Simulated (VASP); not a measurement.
# KI (Pm-3m) in VASP: a series of runs, part 2 of 2

VASP 6.6.1. The steps go on from the part before.

### 4 Single point, r2SCAN

This run uses another cell than the first one, of 39.51 Å³/atom.

Contents of POSCAR:

```
KI
1.0
    4.2910851989      0.0000000000      0.0000000000
    0.0000000000      4.2910851989      0.0000000000
    0.0000000000      0.0000000000      4.2910851989
K I
1 1
Direct
    0.0000000000      0.0000000000      0.0000000000
    0.5000000000      0.5000000000      0.5000000000
```

Contents of INCAR.step1:

```
SYSTEM = KI
ALGO = Normal ; EDIFF = 1E-4
ENCUT = 520 ; GGA = PE
ISMEAR = 0 ; LASPH = .TRUE.
LCHARG = .FALSE. ; LREAL = .FALSE.
LWAVE = .TRUE. ; NBANDS = 15
NELM = 60 ; PREC = Accurate
SIGMA = 0.01
```

Contents of INCAR.step2:

```
SYSTEM = KI
ALGO = Normal ; EDIFF = 1E-7
ENCUT = 520 ; ISIF = 2
ISMEAR = 0 ; ISTART = 1
LASPH = .TRUE. ; LCHARG = .FALSE.
LMIXTAU = .TRUE. ; LREAL = .FALSE.
LWAVE = .FALSE. ; METAGGA = R2SCAN
NBANDS = 15 ; NELM = 60
PREC = Accurate ; SIGMA = 0.01
```

Contents of KPOINTS:

```
k-points
0
G
  6 6 6
  0 0 0
```

Potentials or basis: VASP PAW PBE potentials, release 64 (K_sv, I).

Started as:

```sh
$ cat potpaw_PBE.64/K_sv/POTCAR potpaw_PBE.64/I/POTCAR > POTCAR
$ cp INCAR.step1 INCAR
$ mpirun -np 1 vasp_std > vasp.out
$ cp INCAR.step2 INCAR
$ mpirun -np 1 vasp_std > vasp.out
```

OUTCAR:

```text
SYSTEM = KI
   EDIFF = 1E-7
   ENCUT = 520
   ISIF = 2
   ISMEAR = 0
   ISTART = 1
   LASPH = .TRUE.
   LREAL = .FALSE.
   METAGGA = R2SCAN
   NELM = 60
   PREC = Accurate

 ion  position               nearest neighbor table
   1  0.000  0.000  0.000-
   2  0.500  0.500  0.500-

  LATTYP: Found a simple cubic cell.
 ALAT       =     4.2910851989

  Lattice vectors:

 A1 = (   4.2910851989,   0.0000000000,   0.0000000000)
 A2 = (   0.0000000000,   4.2910851989,   0.0000000000)
 A3 = (   0.0000000000,   0.0000000000,   4.2910851989)

Analysis of symmetry for initial positions (statically):
=====================================================================
 Subroutine PRICEL returns:
 Original cell was already a primitive cell.

 Routine SETGRP: Setting up the symmetry group for a
 simple cubic supercell.

 Subroutine GETGRP returns: Found 48 space group operations
 (whereof 48 operations were pure point group operations)
 out of a pool of 48 trial point group operations.

The static configuration has the point symmetry O_h .

Analysis of symmetry for dynamics (positions and initial velocities):
[... 166 lines left out ...]
      3     -12.6887      2.00000
      4     -12.6887      2.00000
      5     -10.9134      2.00000
      6       0.2085      2.00000
      7       0.2085      2.00000
      8       0.2085      2.00000
      9       4.6176      0.00000
     10       5.8331      0.00000
     11       5.8331      0.00000
     12       9.6778      0.00000
     13       9.6778      0.00000
     14       9.6778      0.00000
[... 329 lines left out ...]
      2     -12.7506      2.00000
      3     -12.7506      2.00000
      4     -12.7506      2.00000
      5     -10.3522      2.00000
      6      -1.1084      2.00000
      7      -1.1084      2.00000
      8      -1.1084      2.00000
      9       6.7135      0.00000
     10       6.7135      0.00000
     11       6.7135      0.00000
     12      10.2066      0.00000
     13      10.2066      0.00000
     14      10.2066      0.00000
     15      10.7829      0.00000

------------------------ aborting loop because EDIFF is reached ----------------------------------------

  FORCE on cell =-STRESS in cart. coord.  units (eV):
  Direction    XX          YY          ZZ          XY          YZ          ZX
  --------------------------------------------------------------------------------------
  -------------------------------------------------------------------------------------
  Total        0.0069304      0.0069304      0.0069304      0.0000000     -0.0000000      0.0000000
  in kB        0.1405296      0.1405296      0.1405296      0.0000000     -0.0000000      0.0000000
  external PRESSURE =       0.1405296 kB  Pullay stress =       0.0000000 kB

 VOLUME and BASIS-vectors are now :
 -----------------------------------------------------------------------------
  energy-cutoff  :      520.00
  volume of cell :       79.01
      direct lattice vectors                 reciprocal lattice vectors
     4.291085199  0.000000000  0.000000000     0.233041283  0.000000000  0.000000000
     0.000000000  4.291085199  0.000000000     0.000000000  0.233041283  0.000000000
     0.000000000  0.000000000  4.291085199     0.000000000  0.000000000  0.233041283

 POSITION                                       TOTAL-FORCE (eV/Angst)
 -----------------------------------------------------------------------------------
      0.00000      0.00000      0.00000         0.000000      0.000000      0.000000
      2.14554      2.14554      2.14554         0.000000      0.000000      0.000000
 -----------------------------------------------------------------------------------
    total drift:                                0.000000      0.000000     -0.000000

  FREE ENERGIE OF THE ION-ELECTRON SYSTEM (eV)
  ---------------------------------------------------
  free  energy   TOTEN  =       -33.8642669471 eV

  energy  without entropy=      -33.8642669471  energy(sigma->0) =      -33.86426695
```

OUTCAR.step1:

```text
SYSTEM = KI
   EDIFF = 1E-4
   ENCUT = 520
   GGA = PE
   ISMEAR = 0
   LASPH = .TRUE.
   LREAL = .FALSE.
[... 574 lines left out ...]
      0.00000      0.00000      0.00000         0.000000      0.000000      0.000000
      2.14554      2.14554      2.14554         0.000000      0.000000      0.000000
 -----------------------------------------------------------------------------------
    total drift:                                0.000000      0.000000     -0.000000

  FREE ENERGIE OF THE ION-ELECTRON SYSTEM (eV)
  ---------------------------------------------------
  free  energy   TOTEN  =        -5.4208468452 eV

  energy  without entropy=       -5.4208468452  energy(sigma->0) =       -5.42084685
```

Run time: 99 s. Hardware: 1 thread of Intel Xeon 8259CL, shared host; peak memory 0.19 GiB.

Results:

| Property | Result |
| --- | --- |
| Free energy | -33.8643 eV |
| Pressure | 0.0 GPa |
| Band gap on the k mesh | 4.04 eV (least direct gap 4.41 eV) |

Levels at points of the mesh, in eV from the valence-band top:
```
           k point  band 5  band 6  band 7  band 8  band 9  band 10  band 11  band 12
(0.00, 0.00, 0.00)  -11.49   -0.37   -0.37   -0.37    4.04     5.26     5.26     9.10
(0.50, 0.00, 0.00)  -11.17   -2.31   -0.29   -0.29    6.14     6.72     7.63     7.77
(0.50, 0.50, 0.00)  -11.12   -1.75   -1.75    0.00    4.44     6.36     7.42     7.42
(0.50, 0.50, 0.50)  -10.93   -1.69   -1.69   -1.69    6.14     6.14     6.14     9.63
```

Caveat: the PAW data sets were made with another functional, which shifts forces and pressure a little; spin-orbit coupling is left out, which moves the levels of the heavy elements.

### 5 Overview

```csv
level,cell,smearing,gap on the mesh (eV),pressure (GPa)
PBE,"a = 4.340 Å, 2 atoms",fermi-dirac 0.02 eV,3.25,0.0
r2SCAN,"a = 4.291 Å, 2 atoms",fermi-dirac 0.02 eV,4.04,0.0
r2SCAN,"a = 4.291 Å, 2 atoms",gaussian 0.01 eV,4.04,0.0
```

Alike in all rows: task single point; potentials or basis VASP PAW PBE potentials, release 64 (K_sv, I); no spin polarisation; k mesh 6 × 6 × 6; cutoff (eV) 520.

Caveats: spin-orbit coupling is left out, which moves the levels of the heavy elements; the PAW data sets were made with another functional, which shifts forces and pressure a little (at least some runs).

Absolute energies hang on the potentials; compare differences alone.
